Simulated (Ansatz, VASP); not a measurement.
**Mo in VASP and in Ansatz**

File INCAR:

```
ALGO     = Normal         # electronic algorithm
EDIFF    = 1E-7           # SCF threshold, eV
ENCUT    = 520            # plane-wave cutoff, eV
GGA      = PE             # functional
ISIF     = 2              # what is computed and relaxed
ISMEAR   = 1              # smearing method
LASPH    = True           # aspherical terms in the spheres
LCHARG   = True           # write CHGCAR
LELF     = True           # ELF
LREAL    = False          # projectors in reciprocal space
LVHAR    = True         
LWAVE    = False          # write WAVECAR
NBANDS   = 58             # bands
NELM     = 100            # most SCF steps
PREC     = Accurate       # precision mode
SIGMA    = 0.1            # smearing width, eV
```

KPOINTS

```
k-points
0
Gamma
  16 16 1
```

Contents of POSCAR:

```
Mo
1.0
    2.7366402760      0.0000000000      0.0000000000
   -0.9122134253      2.5801291957      0.0000000000
    0.0000000000      0.0000000000     25.4067445713
Mo
7
Direct
    0.0000000000      0.0000000000      0.2361577645
    0.5000000000      0.5000000000      0.3241051763
    0.0000000000      0.0000000000      0.4120525882
    0.5000000000      0.5000000000      0.5000000000
    0.0000000000      0.0000000000      0.5879474118
    0.5000000000      0.5000000000      0.6758948237
    0.0000000000      0.0000000000      0.7638422355
```

Input for Ansatz:

```yaml
crystal:
  lattice:
    - [2.736640276, 0.0, 0.0]
    - [-0.9122134253, 2.5801291957, 0.0]
    - [0.0, 0.0, 25.4067445713]
  atoms:
    - { symbol: Mo, position: [0.0, 0.0, 0.2361577645] }
    - { symbol: Mo, position: [0.5, 0.5, 0.3241051763] }
    - { symbol: Mo, position: [0.0, 0.0, 0.4120525882] }
    - { symbol: Mo, position: [0.5, 0.5, 0.5] }
    - { symbol: Mo, position: [0.0, 0.0, 0.5879474118] }
    - { symbol: Mo, position: [0.5, 0.5, 0.6758948237] }
    - { symbol: Mo, position: [0.0, 0.0, 0.7638422355] }
scf:
  occupations: { method: methfessel_paxton, width: 0.1 }
output:
  forces: true
  stress: false
  eigenvalues: true
  write_density: true
  write_potential: true
  elf: true
  volumetric_format: npy
hamiltonian:
  xc: pbe
kpoints:
  mp_grid: { grid: [16, 16, 1] }
```

Alike in both runs: task single point; functional PBE; k mesh 16 × 16 × 1; occupations methfessel-paxton of order 1, width 0.1 eV; no spin polarisation.

|  | VASP | Ansatz |
| --- | --- | --- |
| version | VASP 6.6.1 | Ansatz 0.2.0 |
| potentials or method | VASP PAW PBE potentials, release 64 (Mo_sv) | scalar-relativistic, plane waves, PAW |
| plane-wave cutoff (eV) | 520 | 420 |
| valence electrons in the cell | 98 | 98 |

```tsv
	VASP	Ansatz	Ansatz less VASP
gap on the k mesh at the Fermi level (eV)	none	none	-
rms of the force components (eV/Å)	0.268	0.272	+0.0034
```

Atom by atom the forces differ by 0.006 eV/Å (rms over components). A gap of «none» marks a metal or a gap that the smearing closes. Ansatz's warnings: xc potential rough in thin density.
